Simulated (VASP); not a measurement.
# PtSe2 (Sudovikovite) (P-3m1) in VASP: notebook

The runs below take PtSe2 (Sudovikovite) through single point, with RPBE, BLYP+D4, LDA+U, r2SCAN+U, PBEsol.

Everything below comes from runs of VASP 6.6.1. Logs are shortened: lines on timing, memory, paths and dates and some standing lists are left out, and cuts for length are marked.

## 1. The cell of the first run

It takes space group P-3m1 (No. 164, trigonal). The conventional cell has a = 3.797 Å, b = 3.797 Å, c = 5.161 Å, α = 90.00°, β = 90.00°, γ = 120.00°. Pt (site symmetry -3m) has 6 Se at 2.54 Å within 3.4 Å. Se (site symmetry 3m) has 3 Pt at 2.54 Å and 6 Se at 3.39 Å within 3.4 Å.

## 2. Single point, RPBE

File INCAR:

```
PREC = Accurate ; ENCUT = 520
EDIFF = 1E-6 ; ISMEAR = -1
SIGMA = 0.05 ; LREAL = F
LASPH = T ; NELM = 100
ALGO = Normal ; ISIF = 2
LWAVE = F ; LCHARG = T
GGA = RP ; LELF = T
LVHAR = T ; NBANDS = 18
```

File KPOINTS:

```
regular mesh
0
Gamma
  8 8 5
```

File POSCAR:

```
PtSe2
1.0
    3.7970381507      0.0000000000      0.0000000000
   -1.8985190754      3.2883314977      0.0000000000
    0.0000000000      0.0000000000      5.1612801071
Pt Se
1 2
Direct
    0.0000000000      0.0000000000      0.0000000000
    0.6666666667      0.3333333333      0.7500000000
    0.3333333333      0.6666666667      0.2500000000
```

Potentials or basis: VASP PAW PBE potentials, release 64 (Pt, Se).

On the command line:

```sh
cat potpaw_PBE.64/Pt/POTCAR potpaw_PBE.64/Se/POTCAR > POTCAR
mpirun -np 1 vasp_std > vasp.out
```

OUTCAR:

```text
PREC = Accurate
   ENCUT = 520
   EDIFF = 1E-6
   ISMEAR = -1
   LREAL = F
   LASPH = T
   NELM = 100
   ISIF = 2
   GGA = RP

 ion  position               nearest neighbor table
   1  0.000  0.000  0.000-   2 2.54   3 2.54   2 2.54   3 2.54   2 2.54   3 2.54
   2  0.667  0.333  0.750-   1 2.54   1 2.54   1 2.54
   3  0.333  0.667  0.250-   1 2.54   1 2.54   1 2.54

  LATTYP: Found a hexagonal cell.
 ALAT       =     3.7970381507
 C/A-ratio  =     1.3592910849

  Lattice vectors:

 A1 = (   3.7970381507,   0.0000000000,   0.0000000000)
 A2 = (  -1.8985190754,   3.2883314977,   0.0000000000)
 A3 = (   0.0000000000,   0.0000000000,   5.1612801071)

Analysis of symmetry for initial positions (statically):
=====================================================================
 Subroutine PRICEL returns:
 Original cell was already a primitive cell.

 Routine SETGRP: Setting up the symmetry group for a
 hexagonal supercell.

 Subroutine GETGRP returns: Found 12 space group operations
 (whereof 12 operations were pure point group operations)
 out of a pool of 24 trial point group operations.

The static configuration has the point symmetry D_3d.

Analysis of symmetry for dynamics (positions and initial velocities):
=====================================================================
 Subroutine PRICEL returns:
 Original cell was already a primitive cell.

 Routine SETGRP: Setting up the symmetry group for a
 hexagonal supercell.

 Subroutine GETGRP returns: Found 12 space group operations
 (whereof 12 operations were pure point group operations)
 out of a pool of 24 trial point group operations.

The dynamic configuration has the point symmetry D_3d.

 Subroutine INISYM returns: Found 12 space group operations
 (whereof 12 operations are pure point group operations),
 and found     1 'primitive' translations

----------------------------------------------------------------------------------------

                                     Primitive cell

  volume of cell :      64.4433

  direct lattice vectors                    reciprocal lattice vectors
     3.797038151  0.000000000  0.000000000     0.263363169  0.152052796  0.000000000
    -1.898519075  3.288331498  0.000000000     0.000000000  0.304105593  0.000000000
     0.000000000  0.000000000  5.161280107     0.000000000  0.000000000  0.193750383

  length of vectors
     3.797038151  3.797038151  5.161280107     0.304105593  0.304105593  0.193750383

  position of ions in fractional coordinates (direct lattice)
[... 81 lines left out ...]
   EDIFF  = 0.1E-05   stopping-criterion for ELM
   LREAL  =      F    real-space projection
   EDIFFG = 0.1E-04   stopping-criterion for IOM
   NSW    =      0    number of steps for IOM
   IBRION =     -1    ionic relax: 0-MD 1-quasi-New 2-CG
   NFREE  =      0    steps in history (QN), initial steepest desc. (CG)
   ISIF   =      2    stress and relaxation
   ISYM   =      2    0-nonsym 1-usesym 2-fastsym
   POTIM  = 0.5000    time-step for ionic-motion
   TEBEG  =    0.0;   TEEND  =   0.0 temperature during run
   PSTRESS=    0.0 pullay stress
   NELECT =      22.0000    total number of electrons
   NUPDOWN=      -1.0000    fix difference up-down
   EMIN   =  10.00;   EMAX   =-10.00  energy-range for DOS
   EFERMI =   0.00;   METHOD = LEGACY
   ISMEAR =    -1;   SIGMA  =   0.05  broadening in eV -4-tet -1-fermi 0-gaus
   EFERMI_NEDOS =   21; number of points for ismear=-14 and -15
   IALGO  =     38    algorithm
   IMIX   =      4    mixing-type and parameters
     AMIX     =   0.40;   BMIX     =  1.00
     AMIX_MAG =   1.60;   BMIX_MAG =  1.00
  volume/ion in A,a.u.               =      21.48       144.96
  Fermi-wavevector in a.u.,A,eV,Ry     =   1.144168  2.162164 17.811659  1.309120
  Thomas-Fermi vector in A             =   2.280861
   LORBIT       =      0    0 simple, 1 ext, 2 COOP (PROOUT), +10 PAW based schemes
   GGA     = RP    functional components
   LHFCALC =     F    Hartree Fock is set to
   AEXX    =    0.0000 exact exchange contribution
   IVDW    =     0    specifies the selected vdW correction
   LEPSILON=     F    determine dielectric tensor
   LRPA    =     F    only Hartree local field effects (RPA)
 non-spin polarized calculation
  energy-cutoff  :      520.00
  volume of cell :       64.44
 maximum number of plane-waves:      1757
   NGX = 15   NGY = 15   NGZ = 19

 number of electron      21.9999999 magnetization

 Free energy of the ion-electron system (eV)
  ---------------------------------------------------
  ext. energy  EPLUGINS =         0.00000000
  ---------------------------------------------------
  free energy    TOTEN  =       -12.90490279 eV

  energy without entropy =      -12.90007867  energy(sigma->0) =      -12.90249073

 E-fermi :   5.8937     XC(G=0): -10.2149

 val. band max:        5.8566402213   @ k =   0.0000   0.1250   0.2000
 cond. band min:       5.9785543906   @ k =  -0.1250   0.3750   0.2000
 fundamental gap:      0.1219141694
 Fermi energy:         5.8936780398

 k-point     1 :       0.0000    0.0000    0.0000
  band No.  band energies     occupation
      1      -9.3208      2.00000
      2      -6.8320      2.00000
      3      -0.8296      2.00000
      4      -0.1657      2.00000
      5      -0.1657      2.00000
      6       2.1413      2.00000
[... 481 lines left out ...]
      5       0.4714      2.00000
      6       1.2188      2.00000
[... 10 lines left out ...]
     17      14.3242      0.00000
     18      14.7513      0.00000

 [... further k-points ...]

------------------------ aborting loop because EDIFF is reached ----------------------------------------

  FORCE on cell =-STRESS in cart. coord.  units (eV):
  Direction    XX          YY          ZZ          XY          YZ          ZX
  --------------------------------------------------------------------------------------
  -------------------------------------------------------------------------------------
  Total        0.7634384      0.7634384      1.0783775     -0.0000000      0.0000000      0.0000000
  in kB       18.9804543     18.9804543     26.8104071     -0.0000000      0.0000000      0.0000000
  external PRESSURE =      21.5904386 kB  Pullay stress =       0.0000000 kB

 VOLUME and BASIS-vectors are now :
 -----------------------------------------------------------------------------
  energy-cutoff  :      520.00
  volume of cell :       64.44
      direct lattice vectors                 reciprocal lattice vectors
     3.797038151  0.000000000  0.000000000     0.263363169  0.152052796  0.000000000
    -1.898519075  3.288331498  0.000000000     0.000000000  0.304105593  0.000000000
     0.000000000  0.000000000  5.161280107     0.000000000  0.000000000  0.193750383

 POSITION                                       TOTAL-FORCE (eV/Angst)
 -----------------------------------------------------------------------------------
      0.00000      0.00000      0.00000        -0.000000      0.000000      0.000000
      1.89852      1.09611      3.87096         0.000000     -0.000000      0.043367
     -0.00000      2.19222      1.29032        -0.000000      0.000000     -0.043367
 -----------------------------------------------------------------------------------
    total drift:                               -0.000000     -0.000000     -0.000000

  FREE ENERGIE OF THE ION-ELECTRON SYSTEM (eV)
  ---------------------------------------------------
  free  energy   TOTEN  =       -12.9049027895 eV

  energy  without entropy=      -12.9000786698  energy(sigma->0) =      -12.90249073
```

Run time: 17 s. Hardware: 1 thread of Intel Xeon 6975P-C (Granite Rapids), shared host; peak memory 0.2 GiB.

Results:

* Free energy: -12.9049 eV
* Pressure: 2.2 GPa
* Largest force: 0.043 eV/Å
* Band gap on the k mesh: zero (band 11 reaches 6.23 eV, above the bottom of band 12 at 5.98 eV)

Forces on the atoms (eV/Å):
```
Pt   0.000  0.000  0.000
Se   0.000  0.000  0.043
Se   0.000  0.000 -0.043
```

Caveat: the PAW data sets were made with another functional, which shifts forces and pressure a little; spin-orbit coupling is left out, which moves the levels of the heavy elements.

## 3. Single point, BLYP+D4

File INCAR:

```
SYSTEM = PtSe2
PREC = Accurate
ENCUT = 520
EDIFF = 1E-6
ISMEAR = -1
SIGMA = 0.05
LREAL = .False.
LASPH = .True.
NELM = 80
ALGO = Normal
ISIF = 2
LWAVE = .False.
LCHARG = .False.
GGA = B5
ALDAX = 1.0
AGGAX = 1.0
AGGAC = 1.0
ALDAC = 0.0
IVDW = 13
VDW_S6 = 1.0
VDW_S8 = 2.34076671
VDW_A1 = 0.44488865
VDW_A2 = 4.0933009
NBANDS = 18
```

File KPOINTS:

```
Automatic mesh
0
Gamma
  8 8 5
  0 0 0
```

POSCAR is that of step 2.

Potentials or basis: VASP PAW PBE potentials, release 64 (Pt, Se).

On the command line:

```sh
cat potpaw_PBE.64/Pt/POTCAR potpaw_PBE.64/Se/POTCAR > POTCAR
mpirun -np 1 vasp_std > vasp.out
```

It took 23 s on 1 thread of Intel Xeon 6975P-C (Granite Rapids), shared host; peak memory 0.2 GiB.

It converged, with:

```
Free energy                : -14.7752 eV
Pressure                   : 0.3 GPa
Largest force              : 0.472 eV/Å
Band gap on the k mesh     : zero (band 11 reaches 6.54 eV, above the bottom of band 12 at 6.31 eV)
Dispersion energy per atom : -0.911 eV
```

Forces on the atoms (eV/Å):
```
Pt   0.000  0.000  0.000
Se   0.000  0.000 -0.472
Se   0.000  0.000  0.472
```

Stress tensor (GPa, compression positive):
```
0.38 0.00 0.00
0.00 0.38 0.00
0.00 0.00 0.05
```

Levels at points of the mesh, in eV from the Fermi level:
```csv
k point,band 7,band 8,band 9,band 10,band 11,band 12,band 13,band 14,band 15,band 16
"(0.00, 0.00, 0.00)",-3.73,-2.44,-1.04,-1.04,0.32,1.32,1.32,3.85,3.95,7.41
"(0.50, 0.00, 0.00)",-3.41,-3.29,-3.27,-3.22,-2.85,0.61,2.10,4.64,5.98,7.28
```

Caveat: the PAW data sets were made with another functional, which shifts forces and pressure a little; spin-orbit coupling is left out, which moves the levels of the heavy elements; pairwise dispersion overbinds metals, which lowers pressure and volume.

## 4. Single point, LDA+U

This run uses another cell than the first one, of 20.27 Å³/atom, 0.943 times its volume.

File INCAR:

```
ALGO     = Normal         # electronic algorithm
EDIFF    = 1E-6           # SCF threshold, eV
ENCUT    = 520            # plane-wave cutoff, eV
ISIF     = 2              # what is computed and relaxed
ISMEAR   = -1             # smearing method
LASPH    = True           # aspherical terms in the spheres
LCHARG   = False          # write CHGCAR
LDAU     = True           # DFT+U
LDAUJ    = 0 0          
LDAUL    = 2 -1           # shell
LDAUPRINT= 1            
LDAUTYPE = 2            
LDAUU    = 6 0            # U, eV
LMAXMIX  = 4              # l up to which the mixer works
LREAL    = False          # projectors in reciprocal space
LWAVE    = False          # write WAVECAR
NBANDS   = 18             # bands
NELM     = 150            # most SCF steps
PREC     = Accurate       # precision mode
SIGMA    = 0.05           # smearing width, eV
```

File KPOINTS:

```
k-points
0
Gamma
  8 8 5
```

File POSCAR:

```
PtSe2
1.0
    3.7240000000      0.0000000000      0.0000000000
   -1.8620000000      3.2250786037      0.0000000000
    0.0000000000      0.0000000000      5.0620000000
Pt Se
1 2
Direct
    0.0000000000      0.0000000000      0.0000000000
    0.6666666667      0.3333333333      0.7500000000
    0.3333333333      0.6666666667      0.2500000000
```

Potentials or basis: VASP PAW LDA potentials, release 64 (Pt, Se).

On the command line:

```sh
cat potpaw_LDA.64/Pt/POTCAR potpaw_LDA.64/Se/POTCAR > POTCAR
mpirun -np 1 vasp_std > vasp.out
```

It took 14 s on 1 thread of Intel Xeon 6975P-C (Granite Rapids), shared host; peak memory 0.18 GiB.

It converged, with:

```yaml
Free_energy: -13.2301 eV
Pressure: -4.4 GPa
Largest_force: 0.093 eV/Å
Band_gap_on_the_k_mesh: zero (band 11 reaches 6.77 eV, above the bottom of band 12 at 6.18 eV)
```

Forces on the atoms (eV/Å):
```
Pt   0.000  0.000  0.000
Se   0.000  0.000  0.093
Se   0.000  0.000 -0.093
```

Stress tensor (GPa, compression positive):
```
-4.59  0.00  0.00
 0.00 -4.59  0.00
 0.00  0.00 -3.93
```

Levels at points of the mesh, in eV from the Fermi level:
```tsv
k point	band 9	band 10	band 11	band 12	band 13	band 14
(0.00, 0.00, 0.00)	-0.81	-0.81	0.58	1.38	1.38	3.82
(0.50, 0.00, 0.00)	-3.53	-3.34	-3.27	0.54	2.31	4.74
```

Eigenvalues of the final occupation matrices:
```
    site  spin  trace               eigenvalues
site 1 d     1   4.32  0.74 0.74 0.94 0.95 0.95
site 1 d     2   4.32  0.74 0.74 0.94 0.95 0.95
```

Caveat: spin-orbit coupling is left out, which moves the levels of the heavy elements; U without spin polarisation on a metal has little footing.

## 5. Single point, r2SCAN+U

This run uses another cell than the first one, of 22.88 Å³/atom, 1.065 times its volume.

File POSCAR:

```
PtSe2
1.0
    3.7222333337      0.0000000000      0.0000000000
   -1.8611166668      3.2235486258      0.0000000000
    0.0000000000      0.0000000000      5.7208524782
Pt Se
1 2
Direct
    0.0000000000      0.0000000000      0.0000000000
    0.6666666667      0.3333333333      0.7700620868
    0.3333333333      0.6666666667      0.2299379132
```

File INCAR.step1:

```
ALGO = Normal
EDIFF = 1E-4
ENCUT = 520
GGA = PE
ISMEAR = -1
LASPH = T
LCHARG = F
LDAU = T
LDAUJ = 0 0
LDAUL = 2 -1
LDAUTYPE = 2
LDAUU = 6 0
LMAXMIX = 4
LREAL = F
LWAVE = T
NBANDS = 18
NELM = 150
PREC = Accurate
SIGMA = 0.05
```

File INCAR.step2:

```
ALGO = Normal
EDIFF = 1E-6
ENCUT = 520
ISIF = 2
ISMEAR = -1
ISTART = 1
LASPH = T
LCHARG = F
LDAU = T
LDAUJ = 0 0
LDAUL = 2 -1
LDAUPRINT = 1
LDAUTYPE = 2
LDAUU = 6 0
LMAXMIX = 4
LMIXTAU = T
LREAL = F
LWAVE = F
METAGGA = R2SCAN
NBANDS = 18
NELM = 150
PREC = Accurate
SIGMA = 0.05
```

KPOINTS is that of step 4.

Potentials or basis: VASP PAW PBE potentials, release 64 (Pt, Se).

On the command line:

```sh
cat potpaw_PBE.64/Pt/POTCAR potpaw_PBE.64/Se/POTCAR > POTCAR
cp INCAR.step1 INCAR
mpirun -np 1 vasp_std > vasp.out
cp INCAR.step2 INCAR
mpirun -np 1 vasp_std > vasp.out
```

Wall time 98 s (1 thread of Intel Xeon 6975P-C (Granite Rapids), shared host); peak memory 0.22 GiB.

Results (log left out):

```
Free energy            : -77.5587 eV
Pressure               : -3.3 GPa
Largest force          : 0.348 eV/Å
Band gap on the k mesh : 0.33 eV, indirect (least direct gap 0.88 eV)
```

Forces on the atoms (eV/Å):
```
Pt   0.000  0.000  0.000
Se   0.000  0.000  0.348
Se   0.000  0.000 -0.348
```

Stress tensor (GPa, compression positive):
```
-3.90  0.00  0.00
 0.00 -3.90  0.00
 0.00  0.00 -1.97
```

Levels at points of the mesh, in eV from the valence-band top:
| k point | band 9 | band 10 | band 11 | band 12 | band 13 | band 14 |
| --- | --- | --- | --- | --- | --- | --- |
| (0.00, 0.00, 0.00) | -0.65 | -0.65 | 0.00 | 2.00 | 2.00 | 4.82 |
| (0.50, 0.00, 0.00) | -3.35 | -2.85 | -2.66 | 1.19 | 2.22 | 4.89 |

Eigenvalues of the final occupation matrices:
| site | spin | trace | eigenvalues |
| --- | --- | --- | --- |
| site 1 d | 1 | 4.24 | 0.70 0.70 0.95 0.95 0.95 |
| site 1 d | 2 | 4.24 | 0.70 0.70 0.95 0.95 0.95 |

Caveat: the PAW data sets were made with another functional, which shifts forces and pressure a little; spin-orbit coupling is left out, which moves the levels of the heavy elements. A k mesh can miss the band edges.

## 6. Single point, PBEsol

File INCAR:

```
SYSTEM = PtSe2
ALGO = Normal
EDIFF = 1E-6
ENCUT = 520
GGA = PS
ISIF = 2
ISMEAR = -1
LASPH = .TRUE.
LCHARG = .FALSE.
LREAL = .FALSE.
LWAVE = .FALSE.
NBANDS = 18
NELM = 60
PREC = Accurate
SIGMA = 0.05
```

File KPOINTS:

```
k-points
0
G
  8 8 5
  0 0 0
```

File POSCAR:

```
PtSe2
1.0
    3.7970381507      0.0000000000      0.0000000000
   -1.8985190754      3.2883314977      0.0000000000
    0.0000000000      0.0000000000      5.1612801071
Pt Se
1 2
Direct
    0.0000000000      0.0000000000      0.0000000000
    0.6666666667      0.3333333333      0.7500000000
    0.3333333333      0.6666666667      0.2500000000
```

Potentials or basis: VASP PAW PBE potentials, release 64 (Pt, Se).

On the command line:

```sh
cat potpaw_PBE.64/Pt/POTCAR potpaw_PBE.64/Se/POTCAR > POTCAR
mpirun -np 1 vasp_std > vasp.out
```

It took 18 s on 1 thread of Intel Xeon 6975P-C (Granite Rapids), shared host; peak memory 0.19 GiB.

Results (log left out):

```
Free energy            : -15.8550 eV
Pressure               : -4.8 GPa
Largest force          : 0.321 eV/Å
Band gap on the k mesh : zero (band 11 reaches 6.00 eV, above the bottom of band 12 at 5.68 eV)
```

Forces in eV/Å, atoms in the order of the input:
```
Pt   0.000  0.000  0.000
Se   0.000  0.000  0.321
Se   0.000  0.000 -0.321
```

Stress tensor (GPa, compression positive):
```
-5.17  0.00  0.00
 0.00 -5.17  0.00
 0.00  0.00 -4.02
```

Levels at points of the mesh, in eV from the Fermi level:
| k point | band 9 | band 10 | band 11 | band 12 | band 13 | band 14 |
| --- | --- | --- | --- | --- | --- | --- |
| (0.00, 0.00, 0.00) | -1.00 | -1.00 | 0.38 | 1.36 | 1.36 | 3.62 |
| (0.50, 0.00, 0.00) | -3.24 | -3.18 | -2.84 | 0.60 | 2.16 | 4.55 |

Caveat: the PAW data sets were made with another functional, which shifts forces and pressure a little; spin-orbit coupling is left out, which moves the levels of the heavy elements.

## 7. Summary

| level | potentials or basis | U | cell | gap on the mesh (eV) | pressure (GPa) | largest force (eV/Å) |
| --- | --- | --- | --- | --- | --- | --- |
| RPBE | VASP PAW PBE potentials, release 64 (Pt, Se) | - | a = 3.797, b = 3.797, c = 5.161 Å, angles 90.0, 90.0, 120.0°, 3 atoms | none | 2.2 | 0.04 |
| BLYP+D4 | VASP PAW PBE potentials, release 64 (Pt, Se) | - | a = 3.797, b = 3.797, c = 5.161 Å, angles 90.0, 90.0, 120.0°, 3 atoms | none | 0.3 | 0.47 |
| LDA+U | VASP PAW LDA potentials, release 64 (Pt, Se) | Pt d U = 6.0 eV | a = 3.724, b = 3.724, c = 5.062 Å, angles 90.0, 90.0, 120.0°, 3 atoms | none | -4.4 | 0.09 |
| r2SCAN+U | VASP PAW PBE potentials, release 64 (Pt, Se) | Pt d U = 6.0 eV | a = 3.722, b = 3.722, c = 5.721 Å, angles 90.0, 90.0, 120.0°, 3 atoms | 0.33 | -3.3 | 0.35 |
| PBEsol | VASP PAW PBE potentials, release 64 (Pt, Se) | - | a = 3.797, b = 3.797, c = 5.161 Å, angles 90.0, 90.0, 120.0°, 3 atoms | none | -4.8 | 0.32 |

Alike in all rows: task single point; no spin polarisation; k mesh 8 × 8 × 5; cutoff (eV) 520; smearing fermi-dirac 0.05 eV.

Caveats: spin-orbit coupling is left out, which moves the levels of the heavy elements; the PAW data sets were made with another functional, which shifts forces and pressure a little (some runs); pairwise dispersion overbinds metals, which lowers pressure and volume (some runs); U without spin polarisation on a metal has little footing (some runs).

Absolute energies hang on the potentials; compare differences alone.
